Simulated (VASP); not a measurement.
## LiBr: electric field gradients with PBE

Crystal: LiBr.

```
Li Br
1.0
     0.00000    2.55348    2.55348
     2.55348    0.00000    2.55348
     2.55348    2.55348    0.00000
Li Br
1 1
Direct
  0.00000 0.00000 0.00000
  0.50000 0.50000 0.50000
```

This cell differs from its parent crystal: volume scaled by 0.8.

| Quantity | Value |
| --- | --- |
| Program | VASP 6.6.1 |
| Task | electric field gradients |
| Functional | PBE |
| Potentials or basis | VASP PAW PBE potentials, release 64 (Li_sv, Br) |
| Cutoff | 650 eV |
| k mesh | 9 × 9 × 9 |
| Occupations | fermi-dirac, width 0.03 eV |
| Spin | no spin polarisation |
| Dipole correction | no |
| Further INCAR settings | ALGO = Normal; EDIFF = 1e-08; NBANDS = 12 |

* Pressure: 9.6 GPa
* Band gap on the k mesh: 5.75 eV, indirect (least direct gap 6.13 eV)

Levels at points of the mesh, in eV from the valence-band top:
```csv
k point,band 1,band 2,band 3,band 4,band 5,band 6,band 7,band 8,band 9,band 10
"(0.00, 0.00, 0.00)",-44.21,-14.36,-0.01,-0.01,-0.01,6.12,10.60,10.60,10.60,13.19
```

Wall time 8.3 s on 1 thread of AMD EPYC 9R45 (Zen 5), with other jobs on the host, peak memory 0.14 GiB.

Caveat: without QUAD_EFG the Cq values of the log hold for a quadrupole moment of 1 mb, not for the nuclei. A k mesh can miss the band edges.
